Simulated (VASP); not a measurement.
A run of VASP 6.6.1 is set up as follows.

File POSCAR:

```
ZnSe
1.0
    0.0000000000      2.8338000000      2.8338000000
    2.8338000000      0.0000000000      2.8338000000
    2.8338000000      2.8338000000      0.0000000000
Zn Se
1 1
Direct
    0.0000000000      0.0000000000      0.0000000000
    0.2500000000      0.2500000000      0.2500000000
```

Contents of INCAR.step1:

```
SYSTEM = ZnSe
ALGO     = Normal         ! electronic algorithm
EDIFF    = 1E-4           ! SCF threshold, eV
ENCUT    = 600            ! plane-wave cutoff, eV
GGA      = PE             ! functional
ISMEAR   = 0              ! smearing method
LASPH    = .True.         ! aspherical terms in the spheres
LCHARG   = .False.        ! write CHGCAR
LREAL    = .False.        ! projectors in reciprocal space
LWAVE    = .True.         ! write WAVECAR
NELM     = 100            ! most SCF steps
PREC     = Accurate       ! precision mode
SIGMA    = 0.02           ! smearing width, eV
```

File INCAR.step2:

```
SYSTEM = ZnSe
ALGO     = Normal         ! electronic algorithm
EDIFF    = 1E-7           ! SCF threshold, eV
EDIFFG   = -0.005         ! ionic threshold
ENCUT    = 600            ! plane-wave cutoff, eV
IBRION   = 2              ! ionic algorithm
ISIF     = 3              ! what is computed and relaxed
ISMEAR   = 0              ! smearing method
ISTART   = 1            
LASPH    = .True.         ! aspherical terms in the spheres
LCHARG   = .False.        ! write CHGCAR
LMIXTAU  = .True.       
LREAL    = .False.        ! projectors in reciprocal space
LWAVE    = .False.        ! write WAVECAR
METAGGA  = R2SCAN         ! meta-GGA
NELM     = 100            ! most SCF steps
NSW      = 100            ! ionic steps
PREC     = Accurate       ! precision mode
SIGMA    = 0.02           ! smearing width, eV
```

KPOINTS

```
k-points
0
Gamma
  8 8 8
  0 0 0
```

Potentials or basis: VASP PAW PBE potentials, release 64 (Zn, Se).

Run with:

```bash
$ cat potpaw_PBE.64/Zn/POTCAR potpaw_PBE.64/Se/POTCAR > POTCAR
$ cp INCAR.step1 INCAR
$ mpirun -np 1 vasp_std > vasp.out
$ cp INCAR.step2 INCAR
$ mpirun -np 1 vasp_std > vasp.out
```

Task: Predict the band gap on the k mesh.

Result: 1.87 eV, direct.

Final structure:
```
CELL_PARAMETERS angstrom
0.00000 2.83380 2.83380
2.83380 0.00000 2.83380
2.83380 2.83380 0.00000
ATOMIC_POSITIONS crystal
Zn 0.00000 0.00000 0.00000
Se 0.25000 0.25000 0.25000
```

Caveat: the relaxation stopped at its first step, so nothing moved; the PAW data sets were made with another functional, which shifts forces and pressure a little. r2SCAN opens gaps a little over a GGA but as a rule still falls short of measured ones.
